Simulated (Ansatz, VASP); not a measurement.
Na in VASP and in Ansatz

```xyz
2
Lattice="5.8651 0.0000 0.0000 -2.9326 5.0794 0.0000 0.0000 0.0000 3.4213" Properties=species:S:1:pos:R:3 pbc="T T T"
Na    0.0000    3.3862    1.7106
Na    2.9326    1.6931    1.7106
```

Alike in both runs: functional PBE; k mesh 12 × 12 × 16; occupations gaussian, width 0.1 eV; no spin polarisation.

Ansatz relaxed the structure, and its values are those at the end. VASP's run is a single point on that final structure, the one shown.

|  | VASP | Ansatz |
| --- | --- | --- |
| version | VASP 6.6.1 | Ansatz 0.2.0 |
| potentials or method | VASP PAW PBE potentials, release 64 (Na_pv), cutoff 520 eV | scalar-relativistic, plane waves, PAW |
| valence electrons in the cell | 14 | 18 |

```tsv
	VASP	Ansatz	Ansatz less VASP
gap on the k mesh at the Fermi level (eV)	none	none	-
pressure (GPa)	0.0	0.0	+0.03
```

A gap of «none» marks a metal or a gap that the smearing closes. VASP's potentials hold 14 valence electrons a cell and Ansatz's 18, so a difference there can come from the potentials and not from the codes.
